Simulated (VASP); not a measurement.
# CuSn3O8 in VASP: single point with PBEsol+U

Aim: the single point of CuSn3O8 with PBEsol+U.

All numbers are computed with VASP 6.6.1; they aren't measurements. Logs are shortened: lines on timing, memory, paths and dates and some standing lists are left out, and cuts for length are marked.

**1. The cell of the first run**

The typed cell holds 12 atoms: a = 4.737 Å, b = 4.737 Å, c = 6.373 Å, α = 90.00°, β = 90.00°, γ = 90.00°.

**2. Single point, PBEsol+U, collinear spin**

Contents of INCAR:

```
SYSTEM = CuSn3O8
ALGO     = Fast           ! electronic algorithm
EDIFF    = 1E-6           ! SCF threshold, eV
ENCUT    = 520            ! plane-wave cutoff, eV
GGA      = PS             ! functional
ISIF     = 2              ! what is computed and relaxed
ISMEAR   = 0              ! smearing method
ISPIN    = 2              ! spin polarisation
LASPH    = .True.         ! aspherical terms in the spheres
LCHARG   = .False.        ! write CHGCAR
LDAU     = .True.         ! DFT+U
LDAUJ    = 0 0 0        
LDAUL    = 2 -1 -1        ! shell
LDAUPRINT= 1            
LDAUTYPE = 2            
LDAUU    = 5 0 0          ! U, eV
LMAXMIX  = 4              ! l up to which the mixer works
LORBIT   = 11             ! projections on sites
LREAL    = .False.        ! projectors in reciprocal space
LWAVE    = .False.        ! write WAVECAR
MAGMOM   = 1.5 0 0 0 0 0 0 0 0 0 0 0 ! initial moments
NBANDS   = 66             ! bands
NELM     = 150            ! most SCF steps
NUPDOWN  = 1.5            ! fixed moment
PREC     = Accurate       ! precision mode
SIGMA    = 0.05           ! smearing width, eV
```

Contents of KPOINTS:

```
k-points
0
Gamma
  4 4 3
  0 0 0
```

Contents of POSCAR:

```
CuSn3O8
1.0
    4.7373500000      0.0000000000      0.0000000000
    0.0000000000      4.7373500000      0.0000000000
    0.0000000000      0.0000000000      6.3728000000
Cu Sn O
1 3 8
Direct
    0.0017262554      0.0017209060      0.0006958083
    0.0017680500      0.0017000142      0.5007047481
    0.5017688096      0.5016957799      0.2468803500
    0.5017142473      0.5017590507      0.7545217515
    0.3007789379      0.3008445520      0.0007050426
    0.3091042578      0.3092008550      0.5006986411
    0.1933131846      0.8102809293      0.2447227132
    0.1932631728      0.8103141321      0.7566616821
    0.7027042807      0.7025940311      0.0007053464
    0.6943421073      0.6942878422      0.5007000989
    0.8102422603      0.1931440353      0.2447507560
    0.8101996735      0.1931796657      0.7566598979
```

Potentials or basis: VASP PAW PBE potentials, release 64 (Cu, Sn_d, O).

Run with:

```
cat potpaw_PBE.64/Cu/POTCAR potpaw_PBE.64/Sn_d/POTCAR potpaw_PBE.64/O/POTCAR > POTCAR
mpirun -np 1 vasp_std > vasp.out
```

OUTCAR:

```text
SYSTEM = CuSn3O8
   EDIFF = 1E-6
   ENCUT = 520
   GGA = PS
   ISIF = 2
   ISMEAR = 0
   ISPIN = 2
   LASPH = .True.
   LORBIT = 11
   LREAL = .False.
   NELM = 150
   NUPDOWN = 1.5
   PREC = Accurate

 ion  position               nearest neighbor table
   1  0.002  0.002  0.001-   9 2.00   5 2.00   8 2.02  11 2.02  12 2.02   7 2.02   2 3.19   2 3.19

   2  0.002  0.002  0.501-   6 2.06  10 2.06   8 2.08  11 2.08   7 2.08  12 2.08   1 3.19   1 3.19
                             4 3.72   4 3.72   3 3.72   3 3.72   4 3.72   3 3.72   3 3.72   4 3.72
   3  0.502  0.502  0.247-  11 2.07   7 2.07   9 2.07   5 2.07   6 2.07  10 2.07   4 3.14   4 3.24
                             2 3.72   2 3.72   2 3.72   2 3.72
   4  0.502  0.502  0.755-   8 2.07  12 2.07   9 2.07   5 2.07  10 2.07   6 2.07   3 3.14   3 3.24
                             2 3.72   2 3.72   2 3.72   2 3.72
   5  0.301  0.301  0.001-   1 2.00   3 2.07   4 2.07
   6  0.309  0.309  0.501-   2 2.06   3 2.07   4 2.07
   7  0.193  0.810  0.245-   1 2.02   3 2.07   2 2.08
   8  0.193  0.810  0.757-   1 2.02   4 2.07   2 2.08
   9  0.703  0.703  0.001-   1 2.00   3 2.07   4 2.07
  10  0.694  0.694  0.501-   2 2.06   4 2.07   3 2.07
  11  0.810  0.193  0.245-   1 2.02   3 2.07   2 2.08
  12  0.810  0.193  0.757-   1 2.02   4 2.07   2 2.08

  LATTYP: Found a simple tetragonal cell.
 ALAT       =     4.7373500000
 C/A-ratio  =     1.3452246509

  Lattice vectors:

 A1 = (   4.7373500000,   0.0000000000,   0.0000000000)
 A2 = (   0.0000000000,   4.7373500000,   0.0000000000)
 A3 = (   0.0000000000,   0.0000000000,   6.3728000000)

Analysis of symmetry for initial positions (statically):
=====================================================================
 Subroutine PRICEL returns:
 Original cell was already a primitive cell.

 Routine SETGRP: Setting up the symmetry group for a
 simple tetragonal supercell.

 Subroutine GETGRP returns: Found  1 space group operations
 (whereof  1 operations were pure point group operations)
 out of a pool of 16 trial point group operations.

The static configuration has the point symmetry C_1 .

Analysis of symmetry for dynamics (positions and initial velocities):
=====================================================================
 Subroutine PRICEL returns:
 Original cell was already a primitive cell.

 Routine SETGRP: Setting up the symmetry group for a
 simple tetragonal supercell.

 Subroutine GETGRP returns: Found  1 space group operations
 (whereof  1 operations were pure point group operations)
 out of a pool of 16 trial point group operations.

The dynamic configuration has the point symmetry C_1 .
[... 220 lines left out ...]

 val. band max:        4.4877390961   @ k =   0.2500   0.0000   0.3333
 cond. band min:       4.3923104004   @ k =   0.5000   0.0000   0.3333
 fundamental gap:     -0.0954286957
 Fermi energy:         4.3853576893

 spin component 1

 k-point     1 :       0.0000    0.0000    0.0000
  band No.  band energies     occupation
      1     -16.0903      1.00000
      2     -16.0103      1.00000
      3     -15.5510      1.00000
      4     -15.4842      1.00000
      5     -15.4124      1.00000
      6     -15.1981      1.00000
[... 3113 lines left out ...]
     61      14.9323      0.00000
     62      15.1446      0.00000

 [... further k-points ...]

 [bands above 62 left out]

------------------------ aborting loop because EDIFF is reached ----------------------------------------

  FORCE on cell =-STRESS in cart. coord.  units (eV):
  Direction    XX          YY          ZZ          XY          YZ          ZX
  --------------------------------------------------------------------------------------
  -------------------------------------------------------------------------------------
  Total       -2.5326749     -2.5317813     -3.4924345      0.1310554     -0.0021198      0.0020940
  in kB      -28.3719243    -28.3619137    -39.1234929      1.4681296     -0.0237473      0.0234575
  external PRESSURE =     -31.9524437 kB  Pullay stress =       0.0000000 kB

 VOLUME and BASIS-vectors are now :
 -----------------------------------------------------------------------------
  energy-cutoff  :      520.00
  volume of cell :      143.02
      direct lattice vectors                 reciprocal lattice vectors
     4.737350000  0.000000000  0.000000000     0.211088478  0.000000000  0.000000000
     0.000000000  4.737350000  0.000000000     0.000000000  0.211088478  0.000000000
     0.000000000  0.000000000  6.372800000     0.000000000  0.000000000  0.156916897

 POSITION                                       TOTAL-FORCE (eV/Angst)
 -----------------------------------------------------------------------------------
      0.00818      0.00815      0.00443        -0.000299     -0.000631      0.000074
      0.00838      0.00805      3.19089        -0.000932      0.000895     -0.001152
      2.37705      2.37671      1.57332        -0.000326      0.000188     -0.183027
      2.37680      2.37701      4.80842         0.001086     -0.001561      0.183660
      1.42490      1.42521      0.00449        -0.236489     -0.236766     -0.000403
      1.46434      1.46479      3.19085        -0.012312     -0.012695      0.000554
      0.91579      3.83858      1.55957        -0.167216      0.166236     -0.148632
      0.91556      3.83874      4.82205        -0.165750      0.165017      0.150117
      3.32896      3.32843      0.00450         0.237038      0.237271     -0.000119
      3.28934      3.28908      3.19086         0.013277      0.012774      0.000165
      3.83840      0.91499      1.55975         0.165664     -0.165106     -0.150175
      3.83820      0.91516      4.82204         0.166260     -0.165621      0.148937
 -----------------------------------------------------------------------------------
    total drift:                               -0.001279     -0.001308      0.000005

  FREE ENERGIE OF THE ION-ELECTRON SYSTEM (eV)
  ---------------------------------------------------
  free  energy   TOTEN  =       -71.6434728152 eV

  energy  without entropy=      -71.6345964291  energy(sigma->0) =      -71.63903462

 total charge

# of ion       s       p       d       tot
------------------------------------------
    1        0.354   0.443   8.955   9.751
    2        0.893   1.080  10.362  12.335
    3        0.895   1.094  10.366  12.355
    4        0.895   1.094  10.366  12.355
    5        1.566   3.390   0.000   4.956
    6        1.561   3.467   0.000   5.028
    7        1.563   3.400   0.000   4.964
    8        1.563   3.400   0.000   4.964
    9        1.566   3.390   0.000   4.956
   10        1.561   3.467   0.000   5.028
   11        1.563   3.400   0.000   4.964
   12        1.563   3.400   0.000   4.964
--------------------------------------------------
tot         15.544  31.026  40.049  86.619

 magnetization (x)

# of ion       s       p       d       tot
------------------------------------------
    1       -0.004  -0.004   0.908   0.899
    2       -0.003   0.005   0.005   0.007
    3        0.001   0.008   0.009   0.018
    4        0.001   0.008   0.009   0.018
    5        0.007   0.045   0.000   0.051
    6        0.000   0.009   0.000   0.009
    7        0.006   0.090   0.000   0.095
    8        0.006   0.090   0.000   0.096
    9        0.007   0.045   0.000   0.051
   10        0.000   0.009   0.000   0.009
   11        0.006   0.090   0.000   0.095
   12        0.006   0.090   0.000   0.095
--------------------------------------------------
tot          0.032   0.484   0.930   1.446
```

OSZICAR:

```text
N       E                     dE             d eps       ncg     rms          rms(c)
DAV:   1     0.150368392189E+04    0.15037E+04   -0.45581E+04  7846   0.236E+03
DAV:   2     0.251275655149E+03   -0.12524E+04   -0.11620E+04  7136   0.717E+02
[... 14 lines left out ...]
RMM:  17    -0.716434222604E+02    0.20785E-03   -0.36212E-04 10503   0.105E-01    0.919E-02
RMM:  18    -0.716434097041E+02    0.12556E-04   -0.99504E-05 10205   0.464E-02    0.661E-02
RMM:  19    -0.716434572191E+02   -0.47515E-04   -0.81110E-05  9217   0.476E-02    0.325E-02
RMM:  20    -0.716434733726E+02   -0.16153E-04   -0.46071E-05  9494   0.315E-02    0.257E-02
RMM:  21    -0.716434722412E+02    0.11314E-05   -0.15268E-05  9283   0.208E-02    0.886E-03
RMM:  22    -0.716434728152E+02   -0.57403E-06   -0.42819E-06  7282   0.104E-02
   1 F= -.71643473E+02 E0= -.71639035E+02  d E =-.887639E-02  mag=     1.5000
```

stdout:

```text
POSCAR found type information on POSCAR CuSnO
 POSCAR found :  3 types and      12 ions
 scaLAPACK will be used
 -----------------------------------------------------------------------------
|                                                                             |
|                                                                             |
|     You enforced a specific xc type in the INCAR file but a different       |
|     I HOPE YOU KNOW WHAT YOU ARE DOING!                                     |
|                                                                             |
 -----------------------------------------------------------------------------

 LDA part: xc-table for (Slater+PW92), standard interpolation
 POSCAR, INCAR and KPOINTS ok, starting setup
 FFT: planning ... GRIDC
 FFT: planning ... GRID_SOFT
 FFT: planning ... GRID
 WAVECAR not read
 entering main loop
WARNING in EDDRMM: call to ZHEGV failed, returncode =   8  4     58
WARNING in EDDRMM: call to ZHEGV failed, returncode =   8  4     54
```

Run time: 12 min. Hardware: 1 thread of Oxide Virtual Turin-like, shared host; peak memory 0.47 GiB.

Results:

```yaml
Free_energy: -71.6435 eV
Pressure: -3.2 GPa
Largest_force: 0.335 eV/Å
Net_moment: 1.50 μB per cell
Site_moments: Cu +0.90; Sn +0.01, +0.02 (each value once); O +0.05, +0.01, +0.10 (each value once) μB
Valence_electrons_inside_the_program's_atomic_spheres: Cu 9.75; Sn 12.34, 12.36 (each value once); O 4.96, 5.03 (each value once)
```

Forces on the atoms (eV/Å):
```
Cu   0.000 -0.001  0.000
Sn  -0.001  0.001 -0.001
Sn   0.000  0.000 -0.183
Sn   0.001 -0.002  0.184
O   -0.236 -0.237  0.000
O   -0.012 -0.013  0.001
O   -0.167  0.166 -0.149
O   -0.166  0.165  0.150
O    0.237  0.237  0.000
O    0.013  0.013  0.000
O    0.166 -0.165 -0.150
O    0.166 -0.166  0.149
```

Eigenvalues of the final occupation matrices:
| site | spin | trace | eigenvalues |
| --- | --- | --- | --- |
| site 1 d | 1 | 4.94 | 0.98 0.98 0.98 1.00 1.01 |
| site 1 d | 2 | 4.03 | 0.52 0.58 0.97 0.98 0.98 |

Caveat: the cell stands under tension; the PAW data sets were made with another functional, which shifts forces and pressure a little; spin-orbit coupling is left out, which moves the levels of the heavy elements; the total moment is fixed, so each spin has its own Fermi level; a cell with one magnetic atom can't hold antiferromagnetic order, which such compounds often take.
